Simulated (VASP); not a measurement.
# Al in VASP: settings compared

Aim: see how the results for Al move with the level of theory and the settings. Levels: PBE, LDA. Tasks: single point.

Everything below comes from runs of VASP 6.6.1. Logs are shortened: lines on timing, memory, paths and dates and some standing lists are left out, and cuts for length are marked.

## (1) The cell of the first run

The structure is tetragonal, space group I4/mmm (No. 139). Conventional cell: a = 2.834 Å, b = 2.834 Å, c = 4.048 Å, α = 90.00°, β = 90.00°, γ = 90.00°. Al (site symmetry 4/mmm) has 12 Al at 2.83 to 2.85 Å within 3.7 Å.

## (2) Single point, PBE (equal xx and yy strain of -1 %)

The input, INCAR:

```
PREC = Accurate ; ENCUT = 520
EDIFF = 1E-6 ; ISMEAR = -1
SIGMA = 0.05 ; LREAL = False
LASPH = True ; NELM = 100
ALGO = Normal ; ISIF = 2
LWAVE = False ; LCHARG = False
GGA = PE ; NBANDS = 8
```

The input, KPOINTS:

```
Automatic mesh
0
Gamma
  14 14 14
```

The input, POSCAR:

```
Al
1.0
    0.0000000000      2.0037402000      2.0239800000
    2.0037402000      0.0000000000      2.0239800000
    2.0037402000      2.0037402000      0.0000000000
Al
1
Direct
    0.0000000000      0.0000000000      0.0000000000
```

Potentials or basis: VASP PAW PBE potentials, release 64 (Al).

Run with:

```sh
cat potpaw_PBE.64/Al/POTCAR > POTCAR
mpirun -np 1 vasp_std > vasp.out
```

OUTCAR:

```text
PREC = Accurate
   ENCUT = 520
   EDIFF = 1E-6
   ISMEAR = -1
   LREAL = False
   LASPH = True
   NELM = 100
   ISIF = 2
   GGA = PE

 ion  position               nearest neighbor table
   1  0.000  0.000  0.000-

  LATTYP: Found a body centered tetragonal cell.
 ALAT       =     2.8337165663
 C/A-ratio  =     1.4284985479

  Lattice vectors:

 A1 = (  -2.0037402000,   0.0000000000,   2.0239800000)
 A2 = (   2.0037402000,   0.0000000000,   2.0239800000)
 A3 = (   0.0000000000,   2.0037402000,  -2.0239800000)

Analysis of symmetry for initial positions (statically):
=====================================================================
 Subroutine PRICEL returns:
 Original cell was already a primitive cell.

 Routine SETGRP: Setting up the symmetry group for a
 body centered tetragonal supercell.

 Subroutine GETGRP returns: Found 16 space group operations
 (whereof 16 operations were pure point group operations)
 out of a pool of 16 trial point group operations.

The static configuration has the point symmetry D_4h.

Analysis of symmetry for dynamics (positions and initial velocities):
=====================================================================
 Subroutine PRICEL returns:
 Original cell was already a primitive cell.

 Routine SETGRP: Setting up the symmetry group for a
 body centered tetragonal supercell.

 Subroutine GETGRP returns: Found 16 space group operations
 (whereof 16 operations were pure point group operations)
 out of a pool of 16 trial point group operations.

The dynamic configuration has the point symmetry D_4h.

 Subroutine INISYM returns: Found 16 space group operations
 (whereof 16 operations are pure point group operations),
 and found     1 'primitive' translations

----------------------------------------------------------------------------------------

                                     Primitive cell

  volume of cell :      16.2525

  direct lattice vectors                    reciprocal lattice vectors
     0.000000000  2.003740200  2.023980000    -0.249533348  0.249533348  0.247038014
     2.003740200  0.000000000  2.023980000     0.249533348 -0.249533348  0.247038014
     2.003740200  2.003740200  0.000000000     0.249533348  0.249533348 -0.247038014

  length of vectors
     2.848064225  2.848064225  2.833716566     0.430768573  0.430768573  0.430768573
[... 72 lines left out ...]
   ICHARG =      2    charge: 1-file 2-atom 10-const
   ISPIN  =      1    spin polarized calculation?
   LNONCOLLINEAR =      F non collinear calculations
   LSORBIT =      F    spin-orbit coupling
   LASPH  =      T    aspherical Exc in radial PAW
   ENCUT  =  520.0 eV  38.22 Ry    6.18 a.u.   5.30  5.30  5.27*2*pi/ulx,y,z
   NELM   =    100;   NELMIN=  2; NELMDL= -5     # of ELM steps
   EDIFF  = 0.1E-05   stopping-criterion for ELM
   LREAL  =      F    real-space projection
   EDIFFG = 0.1E-04   stopping-criterion for IOM
   NSW    =      0    number of steps for IOM
   IBRION =     -1    ionic relax: 0-MD 1-quasi-New 2-CG
   NFREE  =      0    steps in history (QN), initial steepest desc. (CG)
   ISIF   =      2    stress and relaxation
   ISYM   =      2    0-nonsym 1-usesym 2-fastsym
   POTIM  = 0.5000    time-step for ionic-motion
   TEBEG  =    0.0;   TEEND  =   0.0 temperature during run
   PSTRESS=    0.0 pullay stress
   NELECT =       3.0000    total number of electrons
   NUPDOWN=      -1.0000    fix difference up-down
   EMIN   =  10.00;   EMAX   =-10.00  energy-range for DOS
   EFERMI =   0.00;   METHOD = LEGACY
   ISMEAR =    -1;   SIGMA  =   0.05  broadening in eV -4-tet -1-fermi 0-gaus
   EFERMI_NEDOS =   21; number of points for ismear=-14 and -15
   IALGO  =     38    algorithm
   IMIX   =      4    mixing-type and parameters
     AMIX     =   0.40;   BMIX     =  1.00
     AMIX_MAG =   1.60;   BMIX_MAG =  1.00
  volume/ion in A,a.u.               =      16.25       109.68
  Fermi-wavevector in a.u.,A,eV,Ry     =   0.932128  1.761467 11.821594  0.868863
  Thomas-Fermi vector in A             =   2.058693
   LORBIT       =      0    0 simple, 1 ext, 2 COOP (PROOUT), +10 PAW based schemes
   GGA     = PE    functional components
   LHFCALC =     F    Hartree Fock is set to
   AEXX    =    0.0000 exact exchange contribution
   IVDW    =     0    specifies the selected vdW correction
   LEPSILON=     F    determine dielectric tensor
   LRPA    =     F    only Hartree local field effects (RPA)
 non-spin polarized calculation
  energy-cutoff  :      520.00
  volume of cell :       16.25
 maximum number of plane-waves:       452
 NGX is ok and might be reduce to    24
   NGX = 11   NGY = 11   NGZ = 11

 number of electron       3.0000000 magnetization

 Free energy of the ion-electron system (eV)
  ---------------------------------------------------
  ext. energy  EPLUGINS =         0.00000000
  ---------------------------------------------------
  free energy    TOTEN  =        -3.73949681 eV

  energy without entropy =       -3.73545384  energy(sigma->0) =       -3.73747532

 E-fermi :   8.1311     XC(G=0): -10.2518

 val. band max:        8.1202545282   @ k =  -0.3571   0.2143   0.4286
 cond. band min:       8.1382231400   @ k =   0.5000   0.0000   0.2857
 fundamental gap:      0.0179686118
 Fermi energy:         8.1311021281

 k-point     1 :       0.0000    0.0000    0.0000
  band No.  band energies     occupation
      1      -3.0810      2.00000
      2      20.7886      0.00000
      3      20.9001      0.00000
      4      20.9001      0.00000
      5      22.4578      0.00000
      6      22.4578      0.00000
      7      22.4905      0.00000
      8      24.7356      0.00000
[... 243 lines left out ...]
 k-point    24 :       0.2857    0.1429    0.0000
  band No.  band energies     occupation
      1      -1.0600      2.00000
      2      12.5206      0.00000
      3      16.7701      0.00000
      4      18.1613      0.00000
      5      18.4874      0.00000
      6      22.6911      0.00000
      7      26.6758      0.00000
      8      26.9909      0.00000

 [... further k-points ...]
[... 5 lines left out ...]
  --------------------------------------------------------------------------------------
  -------------------------------------------------------------------------------------
  Total        0.1145142      0.1145142      0.0581560      0.0000000     -0.0000000      0.0000000
  in kB       11.2888817     11.2888817      5.7330523      0.0000000     -0.0000000      0.0000000
  external PRESSURE =       9.4369385 kB  Pullay stress =       0.0000000 kB

 VOLUME and BASIS-vectors are now :
 -----------------------------------------------------------------------------
  energy-cutoff  :      520.00
  volume of cell :       16.25
      direct lattice vectors                 reciprocal lattice vectors
     0.000000000  2.003740200  2.023980000    -0.249533348  0.249533348  0.247038014
     2.003740200  0.000000000  2.023980000     0.249533348 -0.249533348  0.247038014
     2.003740200  2.003740200  0.000000000     0.249533348  0.249533348 -0.247038014

 POSITION                                       TOTAL-FORCE (eV/Angst)
 -----------------------------------------------------------------------------------
      0.00000      0.00000      0.00000         0.000000      0.000000      0.000000
 -----------------------------------------------------------------------------------
    total drift:                               -0.000000      0.000000     -0.000000

  FREE ENERGIE OF THE ION-ELECTRON SYSTEM (eV)
  ---------------------------------------------------
  free  energy   TOTEN  =        -3.7394968082 eV

  energy  without entropy=       -3.7354538378  energy(sigma->0) =       -3.73747532
```

OSZICAR:

```text
N       E                     dE             d eps       ncg     rms          rms(c)
DAV:   1    -0.229292471262E+01   -0.22929E+01   -0.84890E+02  3912   0.202E+02
DAV:   2    -0.375583938843E+01   -0.14629E+01   -0.13957E+01  5480   0.190E+01
DAV:   3    -0.376260505814E+01   -0.67657E-02   -0.67608E-02  5088   0.145E+00
DAV:   4    -0.376262254441E+01   -0.17486E-04   -0.17485E-04  6040   0.630E-02
DAV:   5    -0.376262260544E+01   -0.61028E-07   -0.60886E-07  5248   0.186E-03    0.133E+00
DAV:   6    -0.374924537733E+01    0.13377E-01   -0.16321E-03  5240   0.192E-01    0.775E-01
DAV:   7    -0.373950388804E+01    0.97415E-02   -0.48884E-03  5016   0.312E-01    0.150E-01
DAV:   8    -0.373949874433E+01    0.51437E-05   -0.13324E-05  5608   0.262E-02    0.936E-03
DAV:   9    -0.373949715041E+01    0.15939E-05   -0.83306E-07  5584   0.407E-03    0.660E-04
DAV:  10    -0.373949680822E+01    0.34219E-06   -0.34661E-09  3688   0.418E-04
   1 F= -.37394968E+01 E0= -.37374753E+01  d E =-.404297E-02
```

It took 9.4 s on 1 thread of Intel Xeon 6975P-C, shared host; peak memory 0.15 GiB.

Results:

- Free energy: -3.7395 eV
- Pressure: 0.9 GPa

Caveat: the cell differs from its parent crystal (equal xx and yy strain of -1 %).

## (3) Single point, PBE (equal xx and yy strain of +2 %)

The input, INCAR:

```
SYSTEM = Al
ALGO = Normal ; EDIFF = 1E-7
ENCUT = 520 ; GGA = PE
ISIF = 2 ; ISMEAR = -1
LASPH = .True. ; LCHARG = .False.
LREAL = .False. ; LWAVE = .False.
NBANDS = 8 ; NELM = 60
PREC = Accurate ; SIGMA = 0.05
```

The input, KPOINTS:

```
k-points
0
Gamma
  14 14 14
  0 0 0
```

The input, POSCAR:

```
Al
1.0
    0.0000000000      2.0644596000      2.0239800000
    2.0644596000      0.0000000000      2.0239800000
    2.0644596000      2.0644596000      0.0000000000
Al
1
Direct
    0.0000000000      0.0000000000      0.0000000000
```

Potentials or basis: VASP PAW PBE potentials, release 64 (Al).

Run with:

```sh
cat potpaw_PBE.64/Al/POTCAR > POTCAR
mpirun -np 1 vasp_std > vasp.out
```

OUTCAR:

```text
SYSTEM = Al
   EDIFF = 1E-7
   ENCUT = 520
   GGA = PE
   ISIF = 2
   ISMEAR = -1
   LASPH = .True.
   LREAL = .False.
   NELM = 60
   PREC = Accurate

 ion  position               nearest neighbor table
   1  0.000  0.000  0.000-

  LATTYP: Found a body centered tetragonal cell.
 ALAT       =     2.9195867653
 C/A-ratio  =     1.3864838847

  Lattice vectors:

 A1 = (   0.0000000000,  -2.0644596000,  -2.0239800000)
 A2 = (   0.0000000000,   2.0644596000,  -2.0239800000)
 A3 = (   2.0644596000,   0.0000000000,   2.0239800000)

Analysis of symmetry for initial positions (statically):
=====================================================================
 Subroutine PRICEL returns:
 Original cell was already a primitive cell.

 Routine SETGRP: Setting up the symmetry group for a
 body centered tetragonal supercell.

 Subroutine GETGRP returns: Found 16 space group operations
 (whereof 16 operations were pure point group operations)
 out of a pool of 16 trial point group operations.

The static configuration has the point symmetry D_4h.

Analysis of symmetry for dynamics (positions and initial velocities):
=====================================================================
 Subroutine PRICEL returns:
 Original cell was already a primitive cell.

 Routine SETGRP: Setting up the symmetry group for a
 body centered tetragonal supercell.

 Subroutine GETGRP returns: Found 16 space group operations
 (whereof 16 operations were pure point group operations)
 out of a pool of 16 trial point group operations.

The dynamic configuration has the point symmetry D_4h.

 Subroutine INISYM returns: Found 16 space group operations
 (whereof 16 operations are pure point group operations),
 and found     1 'primitive' translations

----------------------------------------------------------------------------------------

                                     Primitive cell

  volume of cell :      17.2524

  direct lattice vectors                    reciprocal lattice vectors
[... 102 lines left out ...]
   IALGO  =     38    algorithm
   IMIX   =      4    mixing-type and parameters
     AMIX     =   0.40;   BMIX     =  1.00
     AMIX_MAG =   1.60;   BMIX_MAG =  1.00
  volume/ion in A,a.u.               =      17.25       116.42
  Fermi-wavevector in a.u.,A,eV,Ry     =   0.913760  1.726756 11.360290  0.834958
  Thomas-Fermi vector in A             =   2.038309
   LORBIT       =      0    0 simple, 1 ext, 2 COOP (PROOUT), +10 PAW based schemes
   GGA     = PE    functional components
   LHFCALC =     F    Hartree Fock is set to
   AEXX    =    0.0000 exact exchange contribution
   IVDW    =     0    specifies the selected vdW correction
   LEPSILON=     F    determine dielectric tensor
   LRPA    =     F    only Hartree local field effects (RPA)
 non-spin polarized calculation
  energy-cutoff  :      520.00
  volume of cell :       17.25
 maximum number of plane-waves:       487
 NGX is ok and might be reduce to    24
   NGX = 11   NGY = 11   NGZ = 11

 number of electron       3.0000000 magnetization

 Free energy of the ion-electron system (eV)
  ---------------------------------------------------
  ext. energy  EPLUGINS =         0.00000000
  ---------------------------------------------------
  free energy    TOTEN  =        -3.73113511 eV

  energy without entropy =       -3.72646509  energy(sigma->0) =       -3.72880010

 E-fermi :   7.5251     XC(G=0): -10.0366

 val. band max:        7.5211500358   @ k =  -0.2143   0.5000   0.2857
 cond. band min:       7.5257304301   @ k =   0.4286   0.1429   0.0714
 fundamental gap:      0.0045803943
 Fermi energy:         7.5251195801

 k-point     1 :       0.0000    0.0000    0.0000
  band No.  band energies     occupation
      1      -3.2874      2.00000
      2      19.8525      0.00000
      3      19.8525      0.00000
      4      20.0614      0.00000
      5      21.0397      0.00000
      6      21.1007      0.00000
      7      21.1007      0.00000
      8      23.6951      0.00000
[... 243 lines left out ...]
 k-point    24 :       0.2857    0.1429    0.0000
  band No.  band energies     occupation
      1      -1.2871      2.00000
      2      11.6382      0.00000
      3      15.5396      0.00000
      4      17.1730      0.00000
      5      18.0918      0.00000
      6      21.1545      0.00000
      7      24.9284      0.00000
      8      25.9395      0.00000

 [... further k-points ...]
[... 5 lines left out ...]
  --------------------------------------------------------------------------------------
  -------------------------------------------------------------------------------------
  Total       -0.3681831     -0.3681831     -0.3070111      0.0000000      0.0000000     -0.0000000
  in kB      -34.1920734    -34.1920734    -28.5112096      0.0000000      0.0000000     -0.0000000
  external PRESSURE =     -32.2984521 kB  Pullay stress =       0.0000000 kB

 VOLUME and BASIS-vectors are now :
 -----------------------------------------------------------------------------
  energy-cutoff  :      520.00
  volume of cell :       17.25
      direct lattice vectors                 reciprocal lattice vectors
     0.000000000  2.064459600  2.023980000    -0.242194132  0.242194132  0.247038014
     2.064459600  0.000000000  2.023980000     0.242194132 -0.242194132  0.247038014
     2.064459600  2.064459600  0.000000000     0.242194132  0.242194132 -0.247038014

 POSITION                                       TOTAL-FORCE (eV/Angst)
 -----------------------------------------------------------------------------------
      0.00000      0.00000      0.00000        -0.000000      0.000000      0.000000
 -----------------------------------------------------------------------------------
    total drift:                               -0.000000      0.000000      0.000000

  FREE ENERGIE OF THE ION-ELECTRON SYSTEM (eV)
  ---------------------------------------------------
  free  energy   TOTEN  =        -3.7311351065 eV

  energy  without entropy=       -3.7264650887  energy(sigma->0) =       -3.72880010
```

Wall time 12 s (1 thread of Intel Xeon 6975P-C, shared host); peak memory 0.15 GiB.

What came out:

```yaml
Free_energy: -3.7311 eV
Pressure: -3.2 GPa
```

Levels at points of the mesh, in eV from the Fermi level:
| k point | band 1 | band 2 | band 3 | band 4 | band 5 | band 6 |
| --- | --- | --- | --- | --- | --- | --- |
| (0.00, 0.00, 0.00) | -10.81 | 12.33 | 12.33 | 12.54 | 13.51 | 13.58 |
| (0.50, 0.00, 0.00) | -4.40 | -4.30 | 10.73 | 11.06 | 11.17 | 11.47 |
| (0.50, 0.50, 0.00) | -2.61 | -1.31 | 5.12 | 5.17 | 5.17 | 8.43 |
| (0.50, 0.00, 0.50) | -2.89 | -1.71 | 5.34 | 5.46 | 5.60 | 8.80 |

Caveat: the cell differs from its parent crystal (equal xx and yy strain of +2 %).

[end of part 1 of 2]
